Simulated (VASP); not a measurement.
Ir: single point with LDA

The system is Ir.

```
Ir
1.0
     0.00000    1.76612    1.91970
     1.76612    0.00000    1.91970
     1.76612    1.76612    0.00000
Ir
1
Direct
  0.00000 0.00000 0.00000
```

This cell differs from its parent crystal: strain -0.080 along x and y, +0.000 along z.

```yaml
Program: VASP 6.6.1
Task: single point
Functional: LDA
Potentials_or_basis: VASP PAW LDA potentials, release 64 (Ir)
Cutoff: 520 eV
k_mesh: 22 × 22 × 22
Occupations: gaussian, width 0.15 eV
Spin: no spin polarisation
Dipole_correction: no
Further_INCAR_settings: ALGO = Normal; EDIFF = 1e-06; NBANDS = 10
```

| Property | Result |
| --- | --- |
| Pressure | 91.4 GPa |

Stress tensor (GPa, compression positive):
```
108.23   0.00   0.00
  0.00 108.23   0.00
  0.00   0.00  57.74
```

Levels at points of the mesh, in eV from the Fermi level:
```csv
k point,band 1,band 2,band 3,band 4,band 5,band 6,band 7,band 8,band 9
"(0.00, 0.00, 0.00)",-12.93,-5.88,-4.46,-4.46,-2.51,-0.53,14.03,18.44,21.63
"(0.50, 0.00, 0.00)",-10.00,-5.81,-4.41,-1.00,0.93,1.62,9.35,13.39,20.84
"(0.50, 0.50, 0.00)",-10.05,-9.31,0.61,1.45,1.97,1.97,11.42,13.68,13.68
"(0.50, 0.00, 0.50)",-10.02,-9.34,1.07,1.27,2.59,2.85,11.39,12.89,14.10
```

Run time: 2.1 min on 1 thread of Intel Xeon 8259CL (shared host), peak memory 0.22 GiB.

Caveat: the cell differs from its parent crystal (strain -0.080 along x and y, +0.000 along z); spin-orbit coupling is left out, which moves the levels of the heavy elements.
